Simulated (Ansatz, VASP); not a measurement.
## Two plane-wave programs on SiC

The input INCAR:

```
ALGO = Normal ; EDIFF = 1E-6
ENCUT = 520 ; GGA = PE
ISIF = 2 ; ISMEAR = 0
LASPH = True ; LCHARG = False
LREAL = False ; LWAVE = False
NBANDS = 26 ; NELM = 100
PREC = Accurate ; SIGMA = 0.05
```

Contents of KPOINTS:

```
k-points
0
Gamma
  10 10 3
```

POSCAR

```
SiC
1.0
   -3.0941201809      0.0000000000      0.0000000000
   -1.5470600905     -2.6795866790      0.0000000000
   -2.3205901357     -1.3397933395     10.1293391998
Si C
4 4
Direct
    0.3696445728      0.3696445728      0.5940441877
    0.2863112395      0.2863112395      0.0940441877
    0.8279502217      0.8279502217      0.3440995566
    0.5779502217      0.5779502217      0.8440995566
    0.4636629437      0.4636629437      0.4060074460
   -0.1196703897     -0.1196703897      0.9060074460
   -0.0783239049     -0.0783239049      0.1566478097
   -0.3283239048     -0.3283239048      0.6566478097
```

Input for Ansatz:

```yaml
crystal:
  lattice:
    - [-3.0941201809, 0.0, 0.0]
    - [-1.5470600905, -2.679586679, 0.0]
    - [-2.3205901357, -1.3397933395, 10.1293391998]
  atoms:
    - { symbol: Si, position: [0.3696445728, 0.3696445728, 0.5940441877] }
    - { symbol: Si, position: [0.2863112395, 0.2863112395, 0.0940441877] }
    - { symbol: Si, position: [0.8279502217, 0.8279502217, 0.3440995566] }
    - { symbol: Si, position: [0.5779502217, 0.5779502217, 0.8440995566] }
    - { symbol: C, position: [0.4636629437, 0.4636629437, 0.406007446] }
    - { symbol: C, position: [-0.1196703897, -0.1196703897, 0.906007446] }
    - { symbol: C, position: [-0.0783239049, -0.0783239049, 0.1566478097] }
    - { symbol: C, position: [-0.3283239048, -0.3283239048, 0.6566478097] }
basis:
  ecutwfc: 420
kpoints:
  mp_grid: { grid: [10, 10, 3] }
hamiltonian:
  xc: pbe
scf:
  occupations: { method: gaussian, width: 0.05 }
output:
  forces: true
  stress: true
  eigenvalues: true
```

Alike in both runs: task single point; functional PBE; k mesh 10 × 10 × 3; occupations gaussian, width 0.05 eV; no spin polarisation.

```csv
,VASP,Ansatz
version,VASP 6.6.1,Ansatz 0.2.0
potentials or method,"VASP PAW PBE potentials, release 64 (Si, C), cutoff 520 eV","scalar-relativistic, plane waves, PAW"
valence electrons in the cell,32,32
```

|  | VASP | Ansatz | Ansatz less VASP |
| --- | --- | --- | --- |
| gap on the k mesh at the Fermi level (eV) | 0.58 | 0.59 | +0.005 |
| least direct gap on the mesh (eV) | 1.23 | 1.24 | +0.006 |
| pressure (GPa) | -1.6 | -1.6 | +0.03 |
| traceless stress, the component that is largest in VASP (GPa) | 6.16 | 6.20 | +0.039 |
| rms of the force components (eV/Å) | 0.345 | 0.347 | +0.0018 |

Atom by atom the forces differ by 0.004 eV/Å (rms over components). The functional is the same, so the differences come from potentials, cutoffs and numerics.
